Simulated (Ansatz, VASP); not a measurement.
## Ga4SbAs3: VASP beside Ansatz

```xyz
8
Lattice="4.0964 0.0000 0.0000 0.0000 4.0964 0.0000 0.0000 0.0000 11.5382" Properties=species:S:1:pos:R:3 pbc="T T T"
As    0.0000    0.0000    2.7778
As    2.0482    2.0482    0.0000
As    0.0000    0.0000    8.7603
Ga    0.0000    2.0482    1.3876
Ga    2.0482    0.0000   10.1506
Ga    0.0000    2.0482    7.3695
Ga    2.0482    0.0000    4.1687
Sb    2.0482    2.0482    5.7691
```

Alike in both runs: task single point; functional PBE; k mesh 6 × 6 × 2; occupations fermi-dirac, width 0.02 eV; no spin polarisation.

|  | VASP | Ansatz |
| --- | --- | --- |
| version | VASP 6.6.1 | Ansatz 0.2.0 |
| potentials or method | VASP PAW PBE potentials, release 64 (As, Ga_d, Sb) | plane waves, PAW |
| plane-wave cutoff (eV) | 500 | 420 |
| valence electrons in the cell | 72 | 112 |

Ansatz gave:

- pressure (GPa): 2.5
- rms of the force components (eV/Å): 0.004

**Question.** Which values does VASP return?

**Answer.** Pressure (GPa): 2.6; rms of the force components (eV/Å): 0.003.

VASP's potentials hold 72 valence electrons a cell and Ansatz's 112, so a difference there can come from the potentials and not from the codes.

Neither program's run includes spin-orbit coupling.
